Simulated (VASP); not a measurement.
Crystal: HfO2 (fluorite type).

```
CELL_PARAMETERS angstrom
0.00000 2.46621 2.46621
2.46621 0.00000 2.46621
2.46621 2.46621 0.00000
ATOMIC_POSITIONS crystal
Hf 0.00000 0.00000 0.00000
O 0.25000 0.25000 0.25000
O 0.75000 0.75000 0.75000
```

```yaml
Program: VASP 6.6.1
Task: relaxation of cell and atoms
Functional: PBE
Potentials_or_basis: VASP PAW PBE potentials, release 64 (Hf_pv, O)
Cutoff: 600 eV
k_mesh: 11 × 11 × 11
Occupations: fermi-dirac, width 0.1 eV
Spin: no spin polarisation
```

At the start: pressure 25.1 GPa; volume 10.00 Å³/atom.

Q: How do energy, volume and symmetry change on relaxing?

A: Over 17 steps the energy falls by 63.2 meV/atom and the volume is 10.87 Å³/atom (+8.7 %); space group Fm-3m (No. 225, to 0.05 Å).

Step by step:
| step | energy change (eV) | largest force (eV/Å) | pressure (GPa) | volume (Å³) |
| --- | --- | --- | --- | --- |
| 1 | 0.0000 | 0.0000 | 25.06 | 30.00 |
| 2 | 0.2298 | 0.0000 | -25.41 | 37.32 |
| 3 | -0.1894 | 0.0000 | -0.76 | 32.71 |
| 4 | -0.1896 | 0.0000 | -0.11 | 32.62 |
| 5 | -0.1896 | 0.0000 | 0.31 | 32.57 |
| 6 | -0.1896 | 0.0000 | 0.32 | 32.57 |
| 7 | -0.1896 | 0.0000 | 0.30 | 32.58 |
| 8 | -0.1896 | 0.0000 | 0.28 | 32.58 |
| 9 | -0.1896 | 0.0000 | 0.28 | 32.58 |
| 10 | -0.1896 | 0.0000 | 0.28 | 32.58 |
| 11 | -0.1896 | 0.0000 | 0.28 | 32.58 |
| 12 | -0.1896 | 0.0000 | 0.28 | 32.58 |
| 13 | -0.1896 | 0.0000 | 0.28 | 32.58 |
| 14 | -0.1896 | 0.0000 | 0.27 | 32.58 |
| 15 | -0.1896 | 0.0000 | 0.24 | 32.59 |
| 16 | -0.1896 | 0.0000 | 0.13 | 32.60 |
| 17 | -0.1896 | 0.0000 | -0.02 | 32.61 |

Final structure:
```xyz
3
Lattice="0.0000 2.5359 2.5359 2.5359 0.0000 2.5359 2.5359 2.5359 0.0000" Properties=species:S:1:pos:R:3 pbc="T T T"
Hf    0.0000    0.0000    0.0000
O     1.2679    1.2679    1.2679
O     3.8038    3.8038    3.8038
```
